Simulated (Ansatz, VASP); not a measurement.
# TiC: VASP beside Ansatz

```
Ti C
1.0
     0.00000    2.14973    2.14973
     2.14973    0.00000    2.14973
     2.14973    2.14973    0.00000
Ti C
1 1
Direct
  0.00000 0.00000 0.00000
  0.50000 0.50000 0.50000
```

Alike in both runs: functional r2SCAN; k mesh 13 × 13 × 13; occupations fermi-dirac, width 0.1 eV; no spin polarisation.

Ansatz relaxed the structure, and its values are those at the end. VASP's run is a single point on that final structure, the one shown.

|  | VASP | Ansatz |
| --- | --- | --- |
| version | VASP 6.6.1 | Ansatz 0.2.0 |
| potentials or method | VASP PAW PBE potentials, release 64 (Ti_sv, C), cutoff 520 eV | PAW plane waves |
| valence electrons in the cell | 16 | 16 |

Ansatz gave:

```
pressure (GPa) : 5.5
```

Question: What did VASP give for the same quantities?

Answer: Pressure (GPa): 6.4.

VASP's potentials were made for PBE, not for r2SCAN. Ansatz's warnings: stress scf threshold loose.
